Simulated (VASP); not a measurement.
# Mg2ZnO3 in VASP: a series of runs

The runs below take Mg2ZnO3 through single point, molecular dynamics, with PBEsol.

All numbers are computed with VASP 6.6.1; they aren't measurements. Logs are shortened: lines on timing, memory, paths and dates and some standing lists are left out, and cuts for length are marked.

## (1) The cell of the first run

The typed cell holds 18 atoms: a = 5.253 Å, b = 5.253 Å, c = 7.403 Å, α = 90.00°, β = 90.00°, γ = 120.00°.

## (2) Single point, PBEsol (dynamics (nve) at 200 K, volume x 1.0, from the last frame before)

INCAR reads:

```
PREC = Accurate
ENCUT = 520
EDIFF = 1E-6
ISMEAR = -1
SIGMA = 0.02
LREAL = Auto
LASPH = True
NELM = 100
ALGO = Normal
ISIF = 2
LWAVE = False
LCHARG = True
GGA = PS
LELF = True
LVHAR = True
NBANDS = 66
```

KPOINTS reads:

```
Automatic mesh
0
Gamma
  2 2 2
  0.5 0.5 0.5
```

POSCAR reads:

```
Mg2ZnO3
1.0
    4.5494978865     -2.6266538294      0.0000000000
    0.0000000000      5.2533076588      0.0000000000
    0.0000000000      0.0000000000      7.4033160000
Mg Zn O
6 3 9
Direct
    0.0044998372      0.3304831218      0.6777527800
    0.6661016393      0.6656247166      0.6598774117
    0.3337166074      0.9993699866      0.6712415085
    0.3311848994      0.3311610888      0.3321048298
   -0.0024890659      0.6579887016      0.3316755627
    0.6642016494      0.9991358106      0.3323888917
   -0.0107284367     -0.0132114648     -0.0012478192
    0.6682711094      0.3348836548      0.0039393158
    0.3470101623      0.6902873022     -0.0054428313
   -0.0088721879      0.3269480764      0.1679836441
    0.6596611483      0.6613674102      0.1707721243
    0.3238150751      0.9946329906      0.1721362427
    0.3420366464      0.3363737633      0.8287425527
    0.0075250062      0.6671727251      0.8301073465
    0.6646032321      1.0006862278      0.8256778449
    0.0004411476     -0.0008494187      0.5030462025
    0.6681020798      0.3309756442      0.5036258077
    0.3283127143      0.6584854863      0.5014937901
```

Potentials or basis: VASP PAW PBE potentials, release 64 (Mg, Zn, O).

Command:

```sh
$ cat potpaw_PBE.64/Mg/POTCAR potpaw_PBE.64/Zn/POTCAR potpaw_PBE.64/O/POTCAR > POTCAR
$ mpirun -np 1 vasp_std > vasp.out
```

OUTCAR:

```text
PREC = Accurate
   ENCUT = 520
   EDIFF = 1E-6
   ISMEAR = -1
   LREAL = Auto
   LASPH = True
   NELM = 100
   ISIF = 2
   GGA = PS

 ion  position               nearest neighbor table
   1  0.004  0.330  0.678-  15 2.07  13 2.08  14 2.09  18 2.15  16 2.16  17 2.19   7 2.96   9 2.98
                             8 3.00   3 3.00   2 3.01   2 3.03   3 3.04   3 3.05   2 3.07   4 3.08
   2  0.666  0.666  0.660-  16 2.10  17 2.11  18 2.11  13 2.12  15 2.15  14 2.19   6 2.99   4 3.00
                             5 3.00   1 3.01   7 3.03   1 3.03   9 3.03   3 3.03   3 3.03   3 3.04
   3  0.334  0.999  0.671-  15 2.08  14 2.09  13 2.10  17 2.14  16 2.15  18 2.18   9 2.91   1 3.00
                             7 3.01   8 3.03   2 3.03   2 3.03   2 3.04   1 3.04   6 3.05   1 3.05
   4  0.331  0.331  0.332-  11 2.10  12 2.11  18 2.13  10 2.15  16 2.15  17 2.18   2 3.00   8 3.00
                             5 3.01   6 3.03   5 3.03   6 3.03   6 3.04   7 3.06   3 3.06   5 3.06
   5  0.998  0.658  0.332-  12 2.10  10 2.11  17 2.14  18 2.14  11 2.14  16 2.19   8 2.97   6 3.00
                             2 3.00   4 3.01   7 3.02   4 3.03   6 3.03   9 3.05   4 3.06   6 3.07
   6  0.664  0.999  0.332-  10 2.11  11 2.13  12 2.14  17 2.15  16 2.17  18 2.17   9 2.99   2 2.99
                             5 3.00   8 3.00   7 3.02   4 3.03   5 3.03   4 3.03   4 3.04   3 3.05
   7  0.989  0.987  0.999-  14 2.13  11 2.14  12 2.16  15 2.16  10 2.18  13 2.23   9 2.92   1 2.96
                             8 2.97   9 2.98   3 3.01   6 3.02   5 3.02   2 3.03   8 3.05   4 3.06
   8  0.668  0.335  0.004-  10 2.10  11 2.13  13 2.15  14 2.18  12 2.19  15 2.19   9 2.93   7 2.97
                             5 2.97   6 3.00   1 3.00   4 3.00   3 3.03   7 3.05   2 3.09
   9  0.347  0.690  0.995-  15 2.07  14 2.11  12 2.12  11 2.16  13 2.22  10 2.28   3 2.91   7 2.92
                             8 2.93   7 2.98   1 2.98   6 2.99   2 3.03   5 3.05   4 3.11
  10  0.991  0.327  0.168-   8 2.10   5 2.11   6 2.11   4 2.15   7 2.18   9 2.28
  11  0.660  0.661  0.171-   4 2.10   6 2.13   8 2.13   7 2.14   5 2.14   9 2.16
  12  0.324  0.995  0.172-   5 2.10   4 2.11   9 2.12   6 2.14   7 2.16   8 2.19
  13  0.342  0.336  0.829-   1 2.08   3 2.10   2 2.12   8 2.15   9 2.22   7 2.23
  14  0.008  0.667  0.830-   1 2.09   3 2.09   9 2.11   7 2.13   8 2.18   2 2.19
  15  0.665  0.001  0.826-   9 2.07   1 2.07   3 2.08   2 2.15   7 2.16   8 2.19
  16  0.000  0.999  0.503-   2 2.10   3 2.15   4 2.15   1 2.16   6 2.17   5 2.19
  17  0.668  0.331  0.504-   2 2.11   5 2.14   3 2.14   6 2.15   4 2.18   1 2.19
  18  0.328  0.658  0.501-   2 2.11   4 2.13   5 2.14   1 2.15   6 2.17   3 2.18

  LATTYP: Found a hexagonal cell.
 ALAT       =     5.2533076589
 C/A-ratio  =     1.4092675474

  Lattice vectors:

 A1 = (   4.5494978865,  -2.6266538294,   0.0000000000)
 A2 = (   0.0000000000,   5.2533076588,   0.0000000000)
 A3 = (   0.0000000000,   0.0000000000,   7.4033160000)

Analysis of symmetry for initial positions (statically):
=====================================================================
 Subroutine PRICEL returns:
 Original cell was already a primitive cell.

 Routine SETGRP: Setting up the symmetry group for a
 hexagonal supercell.

 Subroutine GETGRP returns: Found  1 space group operations
 (whereof  1 operations were pure point group operations)
 out of a pool of 24 trial point group operations.

The static configuration has the point symmetry C_1 .

Analysis of symmetry for dynamics (positions and initial velocities):
=====================================================================
 Subroutine PRICEL returns:
 Original cell was already a primitive cell.

 Routine SETGRP: Setting up the symmetry group for a
 hexagonal supercell.

 Subroutine GETGRP returns: Found  1 space group operations
 (whereof  1 operations were pure point group operations)
 out of a pool of 24 trial point group operations.

The dynamic configuration has the point symmetry C_1 .

 Subroutine INISYM returns: Found  1 space group operations
 (whereof  1 operations are pure point group operations),
 and found     1 'primitive' translations

----------------------------------------------------------------------------------------

                                     Primitive cell

  volume of cell :     176.9386

  direct lattice vectors                    reciprocal lattice vectors
     4.549497887 -2.626653829  0.000000000     0.219804476  0.000000000  0.000000000
     0.000000000  5.253307659  0.000000000     0.109902238  0.190356260  0.000000000
[... 57 lines left out ...]
     0.109902238  0.000000000  0.000000000     0.500000000  0.000000000  0.000000000
     0.054951119  0.095178130  0.000000000     0.000000000  0.500000000  0.000000000
     0.000000000  0.000000000  0.067537304     0.000000000  0.000000000  0.500000000

  Length of vectors
     0.109902238  0.109902238  0.067537304

[... 28 lines left out ...]
   NGX,Y,Z   is equivalent  to a cutoff of  12.66, 12.66, 12.58 a.u.
   NGXF,Y,Z  is equivalent  to a cutoff of  25.32, 25.32, 25.15 a.u.
 SYSTEM =  unknown system
   PREC   = accura    normal or accurate (medium, high low for compatibility)
   ISTART =      0    job   : 0-new  1-cont  2-samecut
   ICHARG =      2    charge: 1-file 2-atom 10-const
   ISPIN  =      1    spin polarized calculation?
   LNONCOLLINEAR =      F non collinear calculations
   LSORBIT =      F    spin-orbit coupling
   LASPH  =      T    aspherical Exc in radial PAW
   ENCUT  =  520.0 eV  38.22 Ry    6.18 a.u.   9.77  9.77 13.77*2*pi/ulx,y,z
   NELM   =    100;   NELMIN=  2; NELMDL= -5     # of ELM steps
   EDIFF  = 0.1E-05   stopping-criterion for ELM
   LREAL  =      T    real-space projection
   EDIFFG = 0.1E-04   stopping-criterion for IOM
   NSW    =      0    number of steps for IOM
   IBRION =     -1    ionic relax: 0-MD 1-quasi-New 2-CG
   NFREE  =      0    steps in history (QN), initial steepest desc. (CG)
   ISIF   =      2    stress and relaxation
   ISYM   =      2    0-nonsym 1-usesym 2-fastsym
   POTIM  = 0.5000    time-step for ionic-motion
   TEBEG  =    0.0;   TEEND  =   0.0 temperature during run
   PSTRESS=    0.0 pullay stress
   NELECT =     102.0000    total number of electrons
   NUPDOWN=      -1.0000    fix difference up-down
   EMIN   =  10.00;   EMAX   =-10.00  energy-range for DOS
   EFERMI =   0.00;   METHOD = LEGACY
   ISMEAR =    -1;   SIGMA  =   0.02  broadening in eV -4-tet -1-fermi 0-gaus
   EFERMI_NEDOS =   21; number of points for ismear=-14 and -15
   IALGO  =     38    algorithm
   IMIX   =      4    mixing-type and parameters
     AMIX     =   0.40;   BMIX     =  1.00
     AMIX_MAG =   1.60;   BMIX_MAG =  1.00
  volume/ion in A,a.u.               =       9.83        66.34
  Fermi-wavevector in a.u.,A,eV,Ry     =   1.362492  2.574737 25.257651  1.856385
  Thomas-Fermi vector in A             =   2.488977
   LORBIT       =      0    0 simple, 1 ext, 2 COOP (PROOUT), +10 PAW based schemes
   GGA     = PS    functional components
   LHFCALC =     F    Hartree Fock is set to
   AEXX    =    0.0000 exact exchange contribution
   IVDW    =     0    specifies the selected vdW correction
   LEPSILON=     F    determine dielectric tensor
   LRPA    =     F    only Hartree local field effects (RPA)
 non-spin polarized calculation
  energy-cutoff  :      520.00
  volume of cell :      176.94
 maximum number of plane-waves:      4764
   NGX = 19   NGY = 19   NGZ = 27

 number of electron     101.9999997 magnetization

 Free energy of the ion-electron system (eV)
  ---------------------------------------------------
  ext. energy  EPLUGINS =         0.00000000
  ---------------------------------------------------
  free energy    TOTEN  =      -103.34370718 eV

  energy without entropy =     -103.34370718  energy(sigma->0) =     -103.34370718

 E-fermi :   2.9818     XC(G=0): -11.5522

 val. band max:        2.4846617978   @ k =   0.0000  -0.2500   0.2500
 cond. band min:       6.8159013749   @ k =   0.0000  -0.2500   0.2500
 fundamental gap:      4.3312395771
 Fermi energy:         2.9818419423

 k-point     1 :       0.2500    0.2500    0.2500
  band No.  band energies     occupation
      1     -14.3929      2.00000
      2     -14.0147      2.00000
      3     -13.9679      2.00000
      4     -13.8893      2.00000
      5     -13.6727      2.00000
      6     -13.6024      2.00000
[... 781 lines left out ...]
     62      12.9697      0.00000
     63      13.4379      0.00000
 [bands above 63 left out]

------------------------ aborting loop because EDIFF is reached ----------------------------------------

  FORCE on cell =-STRESS in cart. coord.  units (eV):
  Direction    XX          YY          ZZ          XY          YZ          ZX
  --------------------------------------------------------------------------------------
  -------------------------------------------------------------------------------------
  Total       -5.7338910     -5.8516223     -6.1816403      0.1799460     -0.1074412     -0.5830215
  in kB      -51.9203279    -52.9863834    -55.9746931      1.6294097     -0.9728787     -5.2792539
  external PRESSURE =     -53.6271348 kB  Pullay stress =       0.0000000 kB

 VOLUME and BASIS-vectors are now :
 -----------------------------------------------------------------------------
  energy-cutoff  :      520.00
  volume of cell :      176.94
      direct lattice vectors                 reciprocal lattice vectors
     4.549497887 -2.626653829  0.000000000     0.219804476  0.000000000  0.000000000
     0.000000000  5.253307659  0.000000000     0.109902238  0.190356260  0.000000000
     0.000000000  0.000000000  7.403316000     0.000000000  0.000000000  0.135074607

 POSITION                                       TOTAL-FORCE (eV/Angst)
 -----------------------------------------------------------------------------------
      0.02047      1.72431      5.01762        -0.044580      0.133891     -0.714246
      3.03043      1.74711      4.88528         0.042202     -0.162311      0.090929
      1.51824      4.37344      4.96941         0.002475      0.110504     -0.569281
      1.50672      0.86978      2.45868        -0.216408     -0.028573      0.240737
      4.53817      0.83650      2.45550         0.058025      0.111583      0.407151
      3.02178      3.50414      2.46078         0.033395     -0.038777      0.394332
[... 10 lines left out ...]
      3.03953     -0.01616      3.72850        -0.082282      0.025390     -0.319511
      1.49366      2.59686      3.71272         0.186265      0.150157     -0.172436
 -----------------------------------------------------------------------------------
    total drift:                                0.005562     -0.003422     -0.011474

  FREE ENERGIE OF THE ION-ELECTRON SYSTEM (eV)
  ---------------------------------------------------
  free  energy   TOTEN  =      -103.3437071809 eV

  energy  without entropy=     -103.3437071809  energy(sigma->0) =     -103.34370718
```

Run time: 2.7 min. Hardware: 1 thread of Intel Xeon 6975P-C (Granite Rapids), shared host; peak memory 0.33 GiB.

What came out:

```yaml
Free_energy: -103.3437 eV
Pressure: -5.4 GPa
Largest_force: 0.754 eV/Å
Band_gap_on_the_k_mesh: 4.33 eV
```

Forces on the atoms (eV/Å):
```
Mg  -0.045  0.134 -0.714
Mg   0.042 -0.162  0.091
Mg   0.002  0.111 -0.569
Mg  -0.216 -0.029  0.241
Mg   0.058  0.112  0.407
Mg   0.033 -0.039  0.394
Zn   0.347  0.286  0.106
Zn  -0.101  0.124 -0.200
Zn  -0.367 -0.604  0.262
O    0.061 -0.072  0.061
O    0.085  0.097  0.055
O    0.170 -0.032 -0.002
O   -0.127 -0.014  0.240
O   -0.211  0.195  0.076
O    0.245 -0.199  0.210
O   -0.080 -0.083 -0.165
O   -0.082  0.025 -0.320
O    0.186  0.150 -0.172
```

Levels at points of the mesh, in eV from the valence-band top:
| k point | band 47 | band 48 | band 49 | band 50 | band 51 | band 52 | band 53 | band 54 | band 55 | band 56 |
| --- | --- | --- | --- | --- | --- | --- | --- | --- | --- | --- |
| (0.25, 0.25, 0.25) | -0.39 | -0.11 | -0.09 | -0.07 | -0.02 | 5.24 | 6.24 | 6.29 | 7.45 | 7.64 |

Caveat: the k points lie up to 0.69 Å⁻¹ apart; the cell differs from its parent crystal (dynamics (nve) at 200 K, volume x 1.0, from the last frame before); the PAW data sets were made with another functional, which shifts forces and pressure a little. A k mesh can miss the band edges.

## (3) Single point, PBEsol (dynamics (nve) at 200 K, volume x 1.0, from the last frame before)

INCAR reads:

```
  PREC = Accurate
  ENCUT = 520
  EDIFF = 1E-6
  ISMEAR = -1
  SIGMA = 0.02
  LREAL = Auto
  LASPH = True
  NELM = 100
  ALGO = Normal
  ISIF = 2
  LWAVE = False
  LCHARG = True
  GGA = PS
  LELF = True
  LVHAR = True
  NBANDS = 66
```

KPOINTS is that of step 2.

POSCAR reads:

```
Mg2ZnO3
1.0
    4.5494978865     -2.6266538294      0.0000000000
    0.0000000000      5.2533076588      0.0000000000
    0.0000000000      0.0000000000      7.4033160000
Mg Zn O
6 3 9
Direct
    0.0083112469      0.3304464313      0.6681742344
    0.6676332368      0.6617206956      0.6706729795
    0.3272323753      1.0001931189      0.6633505851
    0.3051141103      0.3166649003      0.3257164762
    0.0126959065      0.6707973301      0.3313413881
    0.6672450621      0.9947817903      0.3335793042
   -0.0093194900     -0.0121514060      0.0002979746
    0.6671747247      0.3365158031      0.0047836672
    0.3473609702      0.6900022344     -0.0045060889
   -0.0040083544      0.3355305942      0.1676105680
    0.6588942505      0.6553610277      0.1784284232
    0.3236981392      0.9913148620      0.1616216301
    0.3316878121      0.3246067378      0.8361307284
    0.0148959295      0.6734851031      0.8347743092
    0.6666819231      1.0050265412      0.8294974846
    0.0061892544      0.0046026295      0.4940264606
    0.6700669120      0.3313951768      0.5030413399
    0.3284560269      0.6585487669      0.5034022592
```

Potentials or basis: VASP PAW PBE potentials, release 64 (Mg, Zn, O).

Command:

```sh
$ cat potpaw_PBE.64/Mg/POTCAR potpaw_PBE.64/Zn/POTCAR potpaw_PBE.64/O/POTCAR > POTCAR
$ mpirun -np 1 vasp_std > vasp.out
```

Wall time 2.6 min (1 thread of Intel Xeon 6975P-C (Granite Rapids), shared host); peak memory 0.33 GiB.

Results (log left out):

```
Free energy            : -103.1624 eV
Pressure               : -4.9 GPa
Largest force          : 1.204 eV/Å
Band gap on the k mesh : 4.33 eV
```

Forces on the atoms (eV/Å):
```
Mg  -0.326  0.338  0.044
Mg  -0.106 -0.115 -0.349
Mg   0.497 -0.145  0.090
Mg   1.174  0.173  0.206
Mg  -0.782 -0.201  0.237
Mg  -0.173  0.196  0.193
Zn   0.153  0.339 -0.077
Zn   0.038  0.019 -0.149
Zn  -0.302 -0.682  0.100
O   -0.199 -0.287  0.175
O    0.109  0.321 -0.285
O    0.258  0.143  0.844
O    0.198  0.334 -0.406
O   -0.644  0.087 -0.544
O    0.291 -0.403 -0.214
O   -0.304 -0.280  0.399
O   -0.109 -0.051 -0.072
O    0.226  0.216 -0.193
```

Stress tensor (GPa, compression positive):
```
-4.55  0.03 -0.31
 0.03 -4.86 -0.12
-0.31 -0.12 -5.28
```

Levels at points of the mesh, in eV from the valence-band top:
```csv
k point,band 49,band 50,band 51,band 52,band 53,band 54
"(0.25, 0.25, 0.25)",-0.10,-0.04,-0.03,5.28,6.26,6.47
```

Caveat: the k points lie up to 0.69 Å⁻¹ apart; the cell differs from its parent crystal (dynamics (nve) at 200 K, volume x 1.0, from the last frame before); the PAW data sets were made with another functional, which shifts forces and pressure a little. A k mesh can miss the band edges.

## (4) Molecular dynamics, PBEsol (dynamics (nve) at 200 K, volume x 1.0, from the last frame before)

INCAR reads:

```
PREC = Accurate
ENCUT = 520
EDIFF = 1E-5
ISMEAR = -1
SIGMA = 0.02
LREAL = Auto
LASPH = True
NELM = 100
ALGO = Normal
ISIF = 2
LWAVE = False
LCHARG = False
GGA = PS
NBANDS = 66
IBRION = 0
NSW = 40
POTIM = 1.0
TEBEG = 200.0
TEEND = 200.0
ISYM = 0
NELMIN = 4
RANDOM_SEED = 8431 0 0
MDALGO = 1
ANDERSEN_PROB = 0.0
```

KPOINTS is that of step 3.

POSCAR reads:

```
Mg2ZnO3
1.0
    4.5494978865     -2.6266538294      0.0000000000
    0.0000000000      5.2533076588      0.0000000000
    0.0000000000      0.0000000000      7.4033160000
Mg Zn O
6 3 9
Direct
    0.0000000000      0.3333333333      0.6658000000
    0.6666666667      0.6666666667      0.6658000000
    0.3333333333      1.0000000000      0.6658000000
    0.3333333333      0.3333333333      0.3342000000
    0.0000000000      0.6666666667      0.3342000000
    0.6666666667      1.0000000000      0.3342000000
    0.0000000000      0.0000000000      0.0000000000
    0.6666666667      0.3333333333      0.0000000000
    0.3333333333      0.6666666667      0.0000000000
    0.0000000000      0.3333333333      0.1726190000
    0.6666666667      0.6666666667      0.1726190000
    0.3333333333      1.0000000000      0.1726190000
    0.3333333333      0.3333333333      0.8273810000
    0.0000000000      0.6666666667      0.8273810000
    0.6666666667      1.0000000000      0.8273810000
    0.0000000000      0.0000000000      0.5000000000
    0.6666666667      0.3333333333      0.5000000000
    0.3333333333      0.6666666667      0.5000000000
```

Command:

```sh
$ cat potpaw_PBE.64/Mg/POTCAR potpaw_PBE.64/Zn/POTCAR potpaw_PBE.64/O/POTCAR > POTCAR
$ mpirun -np 1 vasp_std > vasp.out
```

It took 26 min on 1 thread of Intel Xeon 6975P-C (Granite Rapids), shared host; peak memory 0.47 GiB.

Step by step:
```tsv
step	potential energy change (eV)	largest force (eV/Å)	pressure (GPa)	volume (Å³)	temperature (K)
1	0.0000	0.1030	-5.83	176.94	200
2	0.0030	0.1699	-5.81	176.94	198
3	0.0098	0.2396	-5.82	176.94	195
4	0.0201	0.3085	-5.82	176.94	191
5	0.0338	0.3753	-5.75	176.94	184
6	0.0506	0.4423	-5.70	176.94	177
7	0.0701	0.5061	-5.65	176.94	168
8	0.0919	0.5701	-5.59	176.94	158
9	0.1155	0.6298	-5.53	176.94	147
10	0.1404	0.6836	-5.46	176.94	136
11	0.1662	0.7346	-5.38	176.94	124
12	0.1921	0.7807	-5.30	176.94	112
13	0.2179	0.8316	-5.22	176.94	101
14	0.2428	0.8788	-5.13	176.94	89
15	0.2665	0.9200	-5.06	176.94	79
16	0.2884	0.9577	-4.98	176.94	69
17	0.3082	0.9883	-4.91	176.94	60
18	0.3256	1.0128	-4.84	176.94	52
19	0.3403	1.0282	-4.78	176.94	45
20	0.3520	1.0406	-4.72	176.94	40
21	0.3607	1.0445	-4.67	176.94	36
22	0.3663	1.0427	-4.64	176.94	33
23	0.3689	1.0329	-4.60	176.94	32
24	0.3686	1.0166	-4.59	176.94	32
25	0.3654	1.0216	-4.56	176.94	34
26	0.3597	1.0375	-4.58	176.94	36
27	0.3518	1.0492	-4.56	176.94	40
28	0.3418	1.0557	-4.59	176.94	44
29	0.3303	1.0578	-4.59	176.94	50
30	0.3175	1.0548	-4.63	176.94	55
31	0.3037	1.0471	-4.64	176.94	62
32	0.2894	1.0352	-4.70	176.94	68
33	0.2749	1.0197	-4.71	176.94	75
34	0.2604	0.9982	-4.77	176.94	81
35	0.2462	0.9734	-4.79	176.94	88
36	0.2326	0.9447	-4.85	176.94	94
37	0.2197	0.9116	-4.88	176.94	100
38	0.2077	0.8730	-4.92	176.94	105
39	0.1968	0.8313	-4.95	176.94	110
40	0.1870	0.7859	-5.00	176.94	115
```

Caveat: the k points lie up to 0.69 Å⁻¹ apart; the cell differs from its parent crystal (dynamics (nve) at 200 K, volume x 1.0, from the last frame before); the PAW data sets were made with another functional, which shifts forces and pressure a little.
